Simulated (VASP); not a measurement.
Here is a VASP 6.6.1 calculation.

File INCAR:

```
PREC = Accurate ; ENCUT = 600
EDIFF = 1E-6 ; ISMEAR = 0
SIGMA = 0.1 ; LREAL = F
LASPH = T ; NELM = 100
ALGO = Fast ; ISIF = 3
LWAVE = F ; LCHARG = F
GGA = PE ; IBRION = 2
NSW = 100 ; EDIFFG = -0.01
```

Contents of KPOINTS:

```
regular mesh
0
Gamma
  21 21 6
```

File POSCAR:

```
Co
1.0
    2.4308976727      0.0000000000      0.0000000000
   -1.2154488364      2.1052191386      0.0000000000
    0.0000000000      0.0000000000      8.3860746888
Co
4
Direct
    0.3333333333      0.6666666667      0.1164308726
    0.6666666667      0.3333333333      0.6164308726
    0.3333333333      0.6666666667      0.3835691274
    0.6666666667      0.3333333333      0.8835691274
```

Potentials or basis: VASP PAW PBE potentials, release 64 (Co).

Command:

```sh
$ cat potpaw_PBE.64/Co/POTCAR > POTCAR
$ mpirun -np 1 vasp_std > vasp.out
```

Problem. Predict the space group after relaxing (to 0.1 Å).

Solution. P6_3/mmc (No. 194).

Problem. Estimate the relaxed cell.

Solution. a = 2.426 Å, b = 2.426 Å, c = 8.374 Å, α = 90.00°, β = 90.00°, γ = 120.00°.

The path:
```tsv
step	energy change (eV)	largest force (eV/Å)	pressure (GPa)	volume (Å³)
1	0.0000	0.0377	-1.02	42.92
2	-0.0002	0.0230	1.50	42.49
3	-0.0008	0.0312	0.38	42.68
4	-0.0008	0.0326	0.03	42.73
5	-0.0008	0.0312	0.03	42.72
6	-0.0008	0.0298	-0.07	42.70
7	-0.0008	0.0298	0.21	42.69
8	-0.0008	0.0308	0.07	42.69
9	-0.0009	0.0011	0.10	42.70
```

Caveat: the highest band is partly filled, so the run has too few bands; the run has no spin polarisation, though such a crystal can be magnetic. Spin polarisation is off, so any magnetic state and its effect on volume and gap are missing.
